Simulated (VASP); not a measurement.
A run of VASP 6.6.1:

INCAR

```
PREC = Accurate
ENCUT = 500
EDIFF = 1E-6
ISMEAR = -1
SIGMA = 0.15
LREAL = F
LASPH = T
NELM = 120
ALGO = Normal
ISIF = 2
LWAVE = F
LCHARG = F
GGA = PS
NBANDS = 24
GGA_COMPAT = F
```

KPOINTS

```
Automatic mesh
0
Gamma
  18 18 18
```

Contents of POSCAR:

```
TaAs
1.0
   -1.7147910607      1.7147910607      5.7907220024
    1.7147910607     -1.7147910607      5.7907220024
    1.7147910607      1.7147910607     -5.7907220024
Ta As
2 2
Direct
    0.5003124942      1.0003124942      0.5000000000
    0.7503124942      0.7503124942      0.0000000000
    0.0822869258      0.5822869258      0.5000000000
    0.3322869258      0.3322869258      0.0000000000
```

Potentials or basis: VASP PAW PBE potentials, release 64 (Ta_pv, As).

Command:

```sh
$ cat potpaw_PBE.64/Ta_pv/POTCAR potpaw_PBE.64/As/POTCAR > POTCAR
$ mpirun -np 1 vasp_std > vasp.out
```

Hardware: 1 thread of Oxide Virtual Turin-like Processor, with other jobs on the host.

Question: How long does it take, and how much memory?

Answer: Wall time 24 min on 1 thread of Oxide Virtual Turin-like Processor, with other jobs on the host, peak memory 0.82 GiB. Counts: scf iterations 13, k points 480.
